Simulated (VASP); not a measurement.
# Lu (P6_3/mmc) in VASP: a series of runs

Lu is run at these levels: LDA; tasks: single point.

Program: VASP 6.6.1. These are calculated values, not measurements. Logs are shortened: lines on timing, memory, paths and dates and some standing lists are left out, and cuts for length are marked.

### Step 1. The cell of the first run

It takes space group P6_3/mmc (No. 194, hexagonal). The conventional cell has a = 3.382 Å, b = 3.382 Å, c = 5.252 Å, α = 90.00°, β = 90.00°, γ = 120.00°. Within 4.3 Å of Lu (site symmetry -6m2) lie 12 Lu at 3.27 to 3.38 Å.

### Step 2. Single point, LDA

INCAR reads:

```
SYSTEM = Lu
PREC = Accurate
ENCUT = 520
EDIFF = 1E-7
ISMEAR = -1
SIGMA = 1.0
LREAL = .False.
LASPH = .True.
NELM = 60
ALGO = Normal
ISIF = 2
LWAVE = .False.
LCHARG = .True.
GGA = CA
LELF = .True.
LVHAR = .True.
NBANDS = 32
```

KPOINTS reads:

```
Automatic mesh
0
Gamma
  11 11 6
  0 0 0
```

POSCAR reads:

```
Lu
1.0
    3.3823924653      0.0000000000      0.0000000000
   -1.6911962327      2.9292378005      0.0000000000
    0.0000000000      0.0000000000      5.2524129119
Lu
2
Direct
    0.3333333333      0.6666666667      0.2500000000
    0.6666666667      0.3333333333      0.7500000000
```

Potentials or basis: VASP PAW PBE potentials, release 64 (Lu).

Started as:

```
$ cat potpaw_PBE.64/Lu/POTCAR > POTCAR
$ mpirun -np 1 vasp_std > vasp.out
```

OUTCAR:

```text
SYSTEM = Lu
   PREC = Accurate
   ENCUT = 520
   EDIFF = 1E-7
   ISMEAR = -1
   LREAL = .False.
   LASPH = .True.
   NELM = 60
   ISIF = 2
   GGA = CA

 ion  position               nearest neighbor table
   1  0.333  0.667  0.250-   2 3.27   2 3.27   2 3.27   2 3.27   2 3.27   2 3.27
   2  0.667  0.333  0.750-   1 3.27   1 3.27   1 3.27   1 3.27   1 3.27   1 3.27

  LATTYP: Found a hexagonal cell.
 ALAT       =     3.3823924653
 C/A-ratio  =     1.5528691498

  Lattice vectors:

 A1 = (   3.3823924653,   0.0000000000,   0.0000000000)
 A2 = (  -1.6911962327,   2.9292378005,   0.0000000000)
 A3 = (   0.0000000000,   0.0000000000,   5.2524129119)

Analysis of symmetry for initial positions (statically):
=====================================================================
 Subroutine PRICEL returns:
 Original cell was already a primitive cell.

 Routine SETGRP: Setting up the symmetry group for a
 hexagonal supercell.

 Subroutine GETGRP returns: Found 24 space group operations
 (whereof 12 operations were pure point group operations)
 out of a pool of 24 trial point group operations.

The static configuration has the point symmetry D_3d.
 The point group associated with its full space group is D_6h.

Analysis of symmetry for dynamics (positions and initial velocities):
=====================================================================
 Subroutine PRICEL returns:
 Original cell was already a primitive cell.

 Routine SETGRP: Setting up the symmetry group for a
 hexagonal supercell.

 Subroutine GETGRP returns: Found 24 space group operations
 (whereof 12 operations were pure point group operations)
 out of a pool of 24 trial point group operations.

The dynamic configuration has the point symmetry D_3d.
 The point group associated with its full space group is D_6h.

 Subroutine INISYM returns: Found 24 space group operations
 (whereof 12 operations are pure point group operations),
 and found     1 'primitive' translations

----------------------------------------------------------------------------------------

                                     Primitive cell

  volume of cell :      52.0400

  direct lattice vectors                    reciprocal lattice vectors
     3.382392465  0.000000000  0.000000000     0.295648719  0.170692868  0.000000000
    -1.691196233  2.929237801  0.000000000     0.000000000  0.341385735  0.000000000
     0.000000000  0.000000000  5.252412912     0.000000000  0.000000000  0.190388687

[... 73 lines left out ...]
 SYSTEM =  Lu
   PREC   = accura    normal or accurate (medium, high low for compatibility)
   ISTART =      0    job   : 0-new  1-cont  2-samecut
   ICHARG =      2    charge: 1-file 2-atom 10-const
   ISPIN  =      1    spin polarized calculation?
   LNONCOLLINEAR =      F non collinear calculations
   LSORBIT =      F    spin-orbit coupling
   LASPH  =      T    aspherical Exc in radial PAW
   ENCUT  =  520.0 eV  38.22 Ry    6.18 a.u.   6.29  6.29  9.77*2*pi/ulx,y,z
   NELM   =     60;   NELMIN=  2; NELMDL= -5     # of ELM steps
   EDIFF  = 0.1E-06   stopping-criterion for ELM
   LREAL  =      F    real-space projection
   EDIFFG = 0.1E-05   stopping-criterion for IOM
   NSW    =      0    number of steps for IOM
   IBRION =     -1    ionic relax: 0-MD 1-quasi-New 2-CG
   NFREE  =      0    steps in history (QN), initial steepest desc. (CG)
   ISIF   =      2    stress and relaxation
   ISYM   =      2    0-nonsym 1-usesym 2-fastsym
   POTIM  = 0.5000    time-step for ionic-motion
   TEBEG  =    0.0;   TEEND  =   0.0 temperature during run
   PSTRESS=    0.0 pullay stress
   NELECT =      50.0000    total number of electrons
   NUPDOWN=      -1.0000    fix difference up-down
   EMIN   =  10.00;   EMAX   =-10.00  energy-range for DOS
   EFERMI =   0.00;   METHOD = LEGACY
   ISMEAR =    -1;   SIGMA  =   1.00  broadening in eV -4-tet -1-fermi 0-gaus
   EFERMI_NEDOS =   21; number of points for ismear=-14 and -15
   IALGO  =     38    algorithm
   IMIX   =      4    mixing-type and parameters
     AMIX     =   0.40;   BMIX     =  1.00
     AMIX_MAG =   1.60;   BMIX_MAG =  1.00
  volume/ion in A,a.u.               =      26.02       175.59
  Fermi-wavevector in a.u.,A,eV,Ry     =   1.615421  3.052703 35.505551  2.609584
  Thomas-Fermi vector in A             =   2.710171
   LORBIT       =      0    0 simple, 1 ext, 2 COOP (PROOUT), +10 PAW based schemes
   GGA     = CA    functional components
   LHFCALC =     F    Hartree Fock is set to
   AEXX    =    0.0000 exact exchange contribution
   IVDW    =     0    specifies the selected vdW correction
   LEPSILON=     F    determine dielectric tensor
   LRPA    =     F    only Hartree local field effects (RPA)
 non-spin polarized calculation
  energy-cutoff  :      520.00
  volume of cell :       52.04
 maximum number of plane-waves:      1423
 NGX is ok and might be reduce to    28
   NGX = 13   NGY = 13   NGZ = 19

 number of electron      49.9999981 magnetization

 Free energy of the ion-electron system (eV)
  ---------------------------------------------------
  ext. energy  EPLUGINS =         0.00000000
  ---------------------------------------------------
  free energy    TOTEN  =       -14.13462822 eV

  energy without entropy =       -6.69086482  energy(sigma->0) =      -10.41274652

 E-fermi :   2.2567     XC(G=0): -11.5385

 val. band max:        2.2513389375   @ k =   0.1818   0.1818   0.0000
 cond. band min:       2.3140408972   @ k =   0.3636   0.0909   0.1667
 fundamental gap:      0.0627019597
 Fermi energy:         2.2567344440

 k-point     1 :       0.0000    0.0000    0.0000
  band No.  band energies     occupation
      1     -53.4254      2.00000
      2     -53.3621      2.00000
      3     -24.6668      2.00000
      4     -24.0340      2.00000
      5     -24.0340      2.00000
      6     -23.9079      2.00000
[... 829 lines left out ...]
     31       6.4095      0.03096
     32       7.0281      0.01679

 [... further k-points ...]
[... 5 lines left out ...]
  --------------------------------------------------------------------------------------
  -------------------------------------------------------------------------------------
  Total        1.4621387      1.4621387      2.7113694     -0.0000000      0.0000000      0.0000000
  in kB       45.0154573     45.0154573     83.4760305     -0.0000000      0.0000000      0.0000000
  external PRESSURE =      57.8356483 kB  Pullay stress =       0.0000000 kB

 VOLUME and BASIS-vectors are now :
 -----------------------------------------------------------------------------
  energy-cutoff  :      520.00
  volume of cell :       52.04
      direct lattice vectors                 reciprocal lattice vectors
     3.382392465  0.000000000  0.000000000     0.295648719  0.170692868  0.000000000
    -1.691196233  2.929237801  0.000000000     0.000000000  0.341385735  0.000000000
     0.000000000  0.000000000  5.252412912     0.000000000  0.000000000  0.190388687

 POSITION                                       TOTAL-FORCE (eV/Angst)
 -----------------------------------------------------------------------------------
     -0.00000      1.95283      1.31310        -0.000000      0.000000      0.000000
      1.69120      0.97641      3.93931         0.000000      0.000000      0.000000
 -----------------------------------------------------------------------------------
    total drift:                               -0.000000      0.000000     -0.000000

  FREE ENERGIE OF THE ION-ELECTRON SYSTEM (eV)
  ---------------------------------------------------
  free  energy   TOTEN  =       -14.1346282168 eV

  energy  without entropy=       -6.6908648249  energy(sigma->0) =      -10.41274652
```

stdout:

```text
POSCAR found type information on POSCAR Lu
 POSCAR found :  1 types and       2 ions
 scaLAPACK will be used
 -----------------------------------------------------------------------------
|                                                                             |
[... 29 lines left out ...]
|     molecular-dynamics runs (even for insulators or semiconductors),        |
|     since the presence of unoccupied bands improves wavefunction            |
|     prediction and helps to suppress 'band-crossings'.                      |
|                                                                             |
 -----------------------------------------------------------------------------
```

Wall time 2.3 min (1 thread of Intel Xeon Platinum 8259CL at 2.50GHz (Skylake/Cascade Lake), shared host); peak memory 0.22 GiB.

Results:

- Free energy: -14.1346 eV
- Pressure: 5.8 GPa
- Band gap on the k mesh: zero (band 25 reaches 3.63 eV, above the bottom of band 26 at 1.70 eV)

Levels at points of the mesh, in eV from the Fermi level:
| k point | band 23 | band 24 | band 25 | band 26 | band 27 | band 28 |
| --- | --- | --- | --- | --- | --- | --- |
| (0.00, 0.00, 0.00) | -5.09 | -2.48 | 1.34 | 2.28 | 2.28 | 2.82 |
| (0.00, 0.00, 0.50) | -4.27 | -4.27 | 1.37 | 1.37 | 2.16 | 2.16 |

Caveat: the PAW data sets were made with another functional, which shifts forces and pressure a little; spin-orbit coupling is left out, which moves the levels of the heavy elements.

### Step 3. Single point, LDA

INCAR reads:

```
SYSTEM = Lu
PREC     = Accurate       ! precision mode
ENCUT    = 520            ! plane-wave cutoff, eV
EDIFF    = 1E-6           ! SCF threshold, eV
ISMEAR   = 0              ! smearing method
SIGMA    = 0.01           ! smearing width, eV
LREAL    = .FALSE.        ! projectors in reciprocal space
LASPH    = .TRUE.         ! aspherical terms in the spheres
NELM     = 60             ! most SCF steps
ALGO     = Normal         ! electronic algorithm
ISIF     = 2              ! what is computed and relaxed
LWAVE    = .FALSE.        ! write WAVECAR
LCHARG   = .FALSE.        ! write CHGCAR
GGA      = CA             ! functional
NBANDS   = 32             ! bands
```

KPOINTS reads:

```
Automatic mesh
0
G
  11 11 6
  0 0 0
```

POSCAR is that of step 2.

Potentials or basis: VASP PAW PBE potentials, release 64 (Lu).

Started as:

```
$ cat potpaw_PBE.64/Lu/POTCAR > POTCAR
$ mpirun -np 1 vasp_std > vasp.out
```

Wall time 79 s (1 thread of Intel Xeon Platinum 8259CL at 2.50GHz (Skylake/Cascade Lake), shared host); peak memory 0.22 GiB.

The run converged. Its results:

```
Free energy            : -10.3950 eV
Pressure               : -0.1 GPa
Band gap on the k mesh : zero (band 25 reaches 3.62 eV, above the bottom of band 26 at 1.71 eV)
```

Stress tensor (GPa, compression positive):
```
 0.18  0.00  0.00
 0.00  0.18  0.00
 0.00  0.00 -0.56
```

Levels at points of the mesh, in eV from the Fermi level:
```tsv
k point	band 22	band 23	band 24	band 25	band 26	band 27	band 28	band 29
(0.00, 0.00, 0.00)	-4.72	-4.72	-2.60	1.25	2.16	2.16	2.71	3.01
(0.00, 0.00, 0.50)	-4.72	-4.39	-4.39	1.26	1.26	2.04	2.04	2.04
```

Caveat: the PAW data sets were made with another functional, which shifts forces and pressure a little; spin-orbit coupling is left out, which moves the levels of the heavy elements.

### Step 4. Single point, LDA

INCAR reads:

```
  ALGO = Normal
  EDIFF = 1E-7
  ENCUT = 520
  GGA = CA
  ISIF = 2
  ISMEAR = 0
  LASPH = T
  LCHARG = T
  LELF = T
  LREAL = F
  LVHAR = T
  LWAVE = F
  NBANDS = 32
  NELM = 60
  PREC = Accurate
  SIGMA = 0.03
```

KPOINTS reads:

```
k-points
0
Gamma
  11 11 6
```

POSCAR is that of step 3.

Started as:

```
$ cat potpaw_PBE.64/Lu/POTCAR > POTCAR
$ mpirun -np 1 vasp_std > vasp.out
```

It took 95 s on 1 thread of Intel Xeon Platinum 8259CL at 2.50GHz (Skylake/Cascade Lake), shared host; peak memory 0.22 GiB.

The run converged. Its results:

```yaml
Free_energy: -10.3953 eV
Pressure: -0.1 GPa
Band_gap_on_the_k_mesh: zero (band 25 reaches 3.62 eV, above the bottom of band 26 at 1.71 eV)
```

Stress tensor (GPa, compression positive):
```
 0.16  0.00  0.00
 0.00  0.16  0.00
 0.00  0.00 -0.54
```

Levels at points of the mesh, in eV from the Fermi level:
```csv
k point,band 21,band 22,band 23,band 24,band 25,band 26,band 27,band 28,band 29,band 30
"(0.00, 0.00, 0.00)",-4.75,-4.72,-4.72,-2.60,1.25,2.16,2.16,2.71,3.01,3.01
"(0.00, 0.00, 0.50)",-4.72,-4.72,-4.39,-4.39,1.26,1.26,2.04,2.04,2.04,2.04
```

Caveat: the PAW data sets were made with another functional, which shifts forces and pressure a little; spin-orbit coupling is left out, which moves the levels of the heavy elements.

### Step 5. The runs side by side

```csv
smearing,gap on the mesh (eV),pressure (GPa)
fermi-dirac 1 eV,none,5.8
gaussian 0.01 eV,none,-0.1
gaussian 0.03 eV,none,-0.1
```

Alike in all rows: task single point; level LDA; potentials or basis VASP PAW PBE potentials, release 64 (Lu); no spin polarisation; cell as given; k mesh 11 × 11 × 6; cutoff (eV) 520.

Every run on the cell as given and a fine mesh finds a metal.

Caveats: the PAW data sets were made with another functional, which shifts forces and pressure a little; spin-orbit coupling is left out, which moves the levels of the heavy elements.

Absolute energies hang on the potentials; compare differences alone.
